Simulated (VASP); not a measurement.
Set up this calculation in VASP 6.6.1, as the native input.

```
Task                   : single point
Functional             : PBE
Potentials or basis    : VASP PAW PBE potentials, release 64 (C)
Cutoff                 : 520 eV
k mesh                 : 20 × 20 × 20
Occupations            : gaussian, width 0.1 eV
Spin                   : no spin polarisation
Dipole correction      : no
Further INCAR settings : ALGO = Normal; EDIFF = 1e-06; NBANDS = 11
```

The structure of C lies in POSCAR:

```
C
1.0
   -2.1160816959      2.1160816959      1.1510516985
    2.1160816959     -2.1160816959      1.1510516985
    2.1160816959      2.1160816959     -1.1510516985
C
2
Direct
    0.7500000000      0.2500000000      0.5000000000
    0.0000000000      0.0000000000      0.0000000000
```

This cell differs from its parent crystal: Sn replaced by C, lengths x 0.728, strained.

One way to write it, as run:

INCAR

```
PREC = Accurate ; ENCUT = 520
EDIFF = 1E-6 ; ISMEAR = 0
SIGMA = 0.1 ; LREAL = F
LASPH = T ; NELM = 80
ALGO = Normal ; ISIF = 2
LWAVE = F ; LCHARG = T
GGA = PE ; LELF = T
LVHAR = T ; NBANDS = 11
```

KPOINTS

```
Automatic mesh
0
Gamma
  20 20 20
```

Potentials or basis: VASP PAW PBE potentials, release 64 (C).

Command:

```sh
$ cat potpaw_PBE.64/C/POTCAR > POTCAR
$ mpirun -np 1 vasp_std > vasp.out
```

Results of the run:

```yaml
Pressure: -47.3 GPa
Band_gap_on_the_k_mesh: zero (bands 4 and 5 overlap by 4.76 eV)
```

Caveat: the cell differs from its parent crystal (Sn replaced by C, lengths x 0.728, strained); the cell stands under tension.

Run time: 40 s on 1 thread of Intel(R) Xeon(R) 6975P-C (Granite Rapids) (shared host), peak memory 0.22 GiB.
